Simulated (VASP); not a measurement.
# Br (Pm-3m) in VASP: single point with PBE

Aim: the single point of Br with PBE.

Program: VASP 6.6.1. These are calculated values, not measurements. Logs are shortened: lines on timing, memory, paths and dates and some standing lists are left out, and cuts for length are marked.

### Step 1. The cell of the first run

Symmetry: Pm-3m, No. 221, cubic system. The conventional cell has a = 3.105 Å, b = 3.105 Å, c = 3.105 Å, α = 90.00°, β = 90.00°, γ = 90.00°. Br (site symmetry m-3m) has 6 Br at 3.11 Å within 4.1 Å.

### Step 2. Single point, PBE

INCAR

```
PREC = Accurate
ENCUT = 520
EDIFF = 1E-7
ISMEAR = -1
SIGMA = 0.1
LREAL = F
LASPH = T
NELM = 80
ALGO = Normal
ISIF = 2
LWAVE = F
LCHARG = F
GGA = PE
NBANDS = 10
```

KPOINTS

```
regular mesh
0
Gamma
  12 12 12
```

POSCAR

```
Br
1.0
    3.1053883798      0.0000000000      0.0000000000
    0.0000000000      3.1053883798      0.0000000000
    0.0000000000      0.0000000000      3.1053883798
Br
1
Direct
    0.0000000000      0.0000000000      0.0000000000
```

Potentials or basis: VASP PAW PBE potentials, release 64 (Br).

Run with:

```bash
$ cat potpaw_PBE.64/Br/POTCAR > POTCAR
$ mpirun -np 1 vasp_std > vasp.out
```

OUTCAR:

```text
PREC = Accurate
   ENCUT = 520
   EDIFF = 1E-7
   ISMEAR = -1
   LREAL = F
   LASPH = T
   NELM = 80
   ISIF = 2
   GGA = PE

 ion  position               nearest neighbor table
   1  0.000  0.000  0.000-

  LATTYP: Found a simple cubic cell.
 ALAT       =     3.1053883798

  Lattice vectors:

 A1 = (   3.1053883798,   0.0000000000,   0.0000000000)
 A2 = (   0.0000000000,   3.1053883798,   0.0000000000)
 A3 = (   0.0000000000,   0.0000000000,   3.1053883798)

Analysis of symmetry for initial positions (statically):
=====================================================================
 Subroutine PRICEL returns:
 Original cell was already a primitive cell.

 Routine SETGRP: Setting up the symmetry group for a
 simple cubic supercell.

 Subroutine GETGRP returns: Found 48 space group operations
 (whereof 48 operations were pure point group operations)
 out of a pool of 48 trial point group operations.

The static configuration has the point symmetry O_h .

Analysis of symmetry for dynamics (positions and initial velocities):
=====================================================================
 Subroutine PRICEL returns:
 Original cell was already a primitive cell.

 Routine SETGRP: Setting up the symmetry group for a
 simple cubic supercell.

 Subroutine GETGRP returns: Found 48 space group operations
 (whereof 48 operations were pure point group operations)
 out of a pool of 48 trial point group operations.

The dynamic configuration has the point symmetry O_h .

 Subroutine INISYM returns: Found 48 space group operations
 (whereof 48 operations are pure point group operations),
 and found     1 'primitive' translations

----------------------------------------------------------------------------------------

                                     Primitive cell

  volume of cell :      29.9466

  direct lattice vectors                    reciprocal lattice vectors
     3.105388380  0.000000000  0.000000000     0.322020913  0.000000000  0.000000000
     0.000000000  3.105388380  0.000000000     0.000000000  0.322020913  0.000000000
     0.000000000  0.000000000  3.105388380     0.000000000  0.000000000  0.322020913

  length of vectors
     3.105388380  3.105388380  3.105388380     0.322020913  0.322020913  0.322020913

  position of ions in fractional coordinates (direct lattice)
     0.000000000  0.000000000  0.000000000

  ion indices of the primitive-cell ions
   primitive index   ion index
                 1           1

----------------------------------------------------------------------------------------

 KPOINTS: regular mesh

Automatic generation of k-mesh.
 Grid dimensions read from file:
 generate k-points for:   12   12   12

 Generating k-lattice:

  Cartesian coordinates                     Fractional coordinates (reciprocal lattice)
     0.026835076  0.000000000  0.000000000     0.083333333  0.000000000  0.000000000
     0.000000000  0.026835076  0.000000000     0.000000000  0.083333333  0.000000000
     0.000000000  0.000000000  0.026835076     0.000000000  0.000000000  0.083333333

  Length of vectors
     0.026835076  0.026835076  0.026835076

  Shift w.r.t. Gamma in fractional coordinates (k-lattice)
     0.000000000  0.000000000  0.000000000

 Subroutine IBZKPT returns following result:
 ===========================================

 Found     84 irreducible k-points:

 Following reciprocal coordinates:
            Coordinates               Weight
  0.000000  0.000000  0.000000      1.000000
  0.083333  0.000000  0.000000      6.000000
  0.166667  0.000000  0.000000      6.000000
  0.250000  0.000000  0.000000      6.000000
  0.333333  0.000000  0.000000      6.000000
  0.416667  0.000000  0.000000      6.000000
[... 16 lines left out ...]
  0.333333  0.333333  0.000000     12.000000
  0.416667  0.333333  0.000000     24.000000
 [... further k-points ...]
   k-points           NKPTS =     84   k-points in BZ     NKDIM =     84   number of bands    NBANDS=     10
   number of dos      NEDOS =    301   number of ions     NIONS =      1
   total plane-waves  NPLWV =  13824
   dimension x,y,z NGX =    24 NGY =   24 NGZ =   24
   dimension x,y,z NGXF=    48 NGYF=   48 NGZF=   48
   ions per type =               1
   NGX,Y,Z   is equivalent  to a cutoff of  12.85, 12.85, 12.85 a.u.
   NGXF,Y,Z  is equivalent  to a cutoff of  25.70, 25.70, 25.70 a.u.
 SYSTEM =  unknown system
   PREC   = accura    normal or accurate (medium, high low for compatibility)
   ISTART =      0    job   : 0-new  1-cont  2-samecut
   ICHARG =      2    charge: 1-file 2-atom 10-const
   ISPIN  =      1    spin polarized calculation?
   LNONCOLLINEAR =      F non collinear calculations
   LSORBIT =      F    spin-orbit coupling
   LASPH  =      T    aspherical Exc in radial PAW
   ENCUT  =  520.0 eV  38.22 Ry    6.18 a.u.   5.77  5.77  5.77*2*pi/ulx,y,z
   NELM   =     80;   NELMIN=  2; NELMDL= -5     # of ELM steps
   EDIFF  = 0.1E-06   stopping-criterion for ELM
   LREAL  =      F    real-space projection
   EDIFFG = 0.1E-05   stopping-criterion for IOM
   NSW    =      0    number of steps for IOM
   IBRION =     -1    ionic relax: 0-MD 1-quasi-New 2-CG
   NFREE  =      0    steps in history (QN), initial steepest desc. (CG)
   ISIF   =      2    stress and relaxation
   ISYM   =      2    0-nonsym 1-usesym 2-fastsym
   POTIM  = 0.5000    time-step for ionic-motion
   TEBEG  =    0.0;   TEEND  =   0.0 temperature during run
   PSTRESS=    0.0 pullay stress
   NELECT =       7.0000    total number of electrons
   NUPDOWN=      -1.0000    fix difference up-down
   EMIN   =  10.00;   EMAX   =-10.00  energy-range for DOS
   EFERMI =   0.00;   METHOD = LEGACY
   ISMEAR =    -1;   SIGMA  =   0.10  broadening in eV -4-tet -1-fermi 0-gaus
   EFERMI_NEDOS =   21; number of points for ismear=-14 and -15
   IALGO  =     38    algorithm
   IMIX   =      4    mixing-type and parameters
     AMIX     =   0.40;   BMIX     =  1.00
     AMIX_MAG =   1.60;   BMIX_MAG =  1.00
  volume/ion in A,a.u.               =      29.95       202.09
  Fermi-wavevector in a.u.,A,eV,Ry     =   1.008459  1.905711 13.836983  1.016990
  Thomas-Fermi vector in A             =   2.141327
   LORBIT       =      0    0 simple, 1 ext, 2 COOP (PROOUT), +10 PAW based schemes
   GGA     = PE    functional components
   LHFCALC =     F    Hartree Fock is set to
   AEXX    =    0.0000 exact exchange contribution
   IVDW    =     0    specifies the selected vdW correction
   LEPSILON=     F    determine dielectric tensor
   LRPA    =     F    only Hartree local field effects (RPA)
 non-spin polarized calculation
  energy-cutoff  :      520.00
  volume of cell :       29.95
 maximum number of plane-waves:       840
 NGX is ok and might be reduce to    24
   NGX = 11   NGY = 11   NGZ = 11

 number of electron       7.0000002 magnetization

 Free energy of the ion-electron system (eV)
  ---------------------------------------------------
  ext. energy  EPLUGINS =         0.00000000
  ---------------------------------------------------
  free energy    TOTEN  =        -1.22797950 eV

  energy without entropy =       -1.18413208  energy(sigma->0) =       -1.20605579

 E-fermi :   1.0114     XC(G=0):  -8.5364

 val. band max:        0.9647980426   @ k =   0.3333   0.0833   0.0833
 cond. band min:       1.0193480316   @ k =   0.1667   0.0000   0.0000
 fundamental gap:      0.0545499890
 Fermi energy:         1.0114482466

 k-point     1 :       0.0000    0.0000    0.0000
  band No.  band energies     occupation
      1     -14.5541      2.00000
      2       0.8758      1.59047
      3       0.8758      1.59047
      4       0.8758      1.59047
      5       7.4512      0.00000
      6       9.9505      0.00000
      7       9.9505      0.00000
      8      20.6276      0.00000
      9      20.6276      0.00000
     10      20.6276      0.00000

 k-point     2 :       0.0833    0.0000    0.0000
  band No.  band energies     occupation
      1     -14.5040      2.00000
      2       0.3885      1.99607
      3       0.9136      1.45374
      4       0.9136      1.45374
      5       7.7400      0.00000
      6      10.0266      0.00000
      7      10.4180      0.00000
      8      19.4488      0.00000
      9      19.4488      0.00000
     10      20.6822      0.00000

 k-point     3 :       0.1667    0.0000    0.0000
  band No.  band energies     occupation
      1     -14.3621      2.00000
      2      -0.7033      2.00000
      3       1.0193      0.96052
      4       1.0193      0.96052
      5       8.2864      0.00000
      6      10.2474      0.00000
      7      11.7010      0.00000
      8      17.8778      0.00000
      9      17.8778      0.00000
     10      19.8523      0.00000

 k-point     4 :       0.2500    0.0000    0.0000
  band No.  band energies     occupation
      1     -14.1547      2.00000
      2      -1.8960      2.00000
      3       1.1703      0.33907
      4       1.1703      0.33907
      5       8.8867      0.00000
      6      10.5870      0.00000
      7      13.1444      0.00000
      8      16.4996      0.00000
      9      16.4996      0.00000
     10      19.0208      0.00000

 k-point     5 :       0.3333    0.0000    0.0000
  band No.  band energies     occupation
      1     -13.9288      2.00000
      2      -2.9117      2.00000
      3       1.3297      0.07964
      4       1.3297      0.07964
      5       9.5652      0.00000
      6      10.9885      0.00000
      7      13.6037      0.00000
      8      15.4351      0.00000
      9      15.4351      0.00000
     10      19.2659      0.00000

 k-point     6 :       0.4167    0.0000    0.0000
  band No.  band energies     occupation
      1     -13.7489      2.00000
      2      -3.5907      2.00000
      3       1.4524      0.02403
      4       1.4524      0.02403
      5      10.2802      0.00000
      6      11.3421      0.00000
      7      13.0599      0.00000
      8      14.7605      0.00000
      9      14.7605      0.00000
     10      18.2923      0.00000
[... 183 lines left out ...]
 k-point    21 :       0.4167    0.2500    0.0000
  band No.  band energies     occupation
      1     -13.3683      2.00000
      2      -3.1319      2.00000
      3      -1.0462      2.00000
      4       1.7197      0.00168
      5       8.9114      0.00000
      6      11.5840      0.00000
      7      15.1728      0.00000
      8      15.3752      0.00000
      9      15.9159      0.00000
     10      17.8571      0.00000

 k-point    22 :       0.5000    0.2500    0.0000
  band No.  band energies     occupation
      1     -13.3009      2.00000
      2      -3.3652      2.00000
      3      -0.9743      2.00000
      4       1.7635      0.00108
      5       8.7031      0.00000
      6      11.7706      0.00000
      7      15.1568      0.00000
      8      15.2544      0.00000
      9      15.6985      0.00000
     10      17.9631      0.00000

 k-point    23 :       0.3333    0.3333    0.0000
  band No.  band energies     occupation
      1     -13.3264      2.00000
      2      -2.2882      2.00000
      3      -2.1333      2.00000
      4       1.7504      0.00123
      5       8.4654      0.00000
      6      11.6164      0.00000
      7      16.1572      0.00000
      8      16.2830      0.00000
      9      16.3761      0.00000
     10      16.7698      0.00000

 k-point    24 :       0.4167    0.3333    0.0000
  band No.  band energies     occupation
      1     -13.1544      2.00000
      2      -2.8675      2.00000
      3      -2.0034      2.00000
      4       1.8629      0.00040
      5       7.7628      0.00000
      6      12.0513      0.00000
      7      15.7561      0.00000
      8      16.3654      0.00000
      9      16.6266      0.00000
     10      16.8205      0.00000

 [... further k-points ...]

------------------------ aborting loop because EDIFF is reached ----------------------------------------

  FORCE on cell =-STRESS in cart. coord.  units (eV):
  Direction    XX          YY          ZZ          XY          YZ          ZX
  --------------------------------------------------------------------------------------
  -------------------------------------------------------------------------------------
  Total        0.0018214      0.0018214      0.0018214     -0.0000000      0.0000000     -0.0000000
  in kB        0.0974443      0.0974443      0.0974443     -0.0000000      0.0000000     -0.0000000
  external PRESSURE =       0.0974443 kB  Pullay stress =       0.0000000 kB

 VOLUME and BASIS-vectors are now :
 -----------------------------------------------------------------------------
  energy-cutoff  :      520.00
  volume of cell :       29.95
      direct lattice vectors                 reciprocal lattice vectors
     3.105388380  0.000000000  0.000000000     0.322020913  0.000000000  0.000000000
     0.000000000  3.105388380  0.000000000     0.000000000  0.322020913  0.000000000
     0.000000000  0.000000000  3.105388380     0.000000000  0.000000000  0.322020913

 POSITION                                       TOTAL-FORCE (eV/Angst)
 -----------------------------------------------------------------------------------
      0.00000      0.00000      0.00000         0.000000      0.000000      0.000000
 -----------------------------------------------------------------------------------
    total drift:                               -0.000000      0.000000      0.000000

  FREE ENERGIE OF THE ION-ELECTRON SYSTEM (eV)
  ---------------------------------------------------
  free  energy   TOTEN  =        -1.2279795001 eV

  energy  without entropy=       -1.1841320767  energy(sigma->0) =       -1.20605579
```

It took 13 s on 1 thread of Intel Xeon 8259CL, shared host; peak memory 0.15 GiB.

Results:

```yaml
Free_energy: -1.2280 eV
Pressure: 0.0 GPa
Band_gap_on_the_k_mesh: zero (an odd number of electrons rules out a gap without spin polarisation)
```

Caveat: an odd number of electrons without spin polarisation forces a metal; a magnetic or distorted state may lie lower.
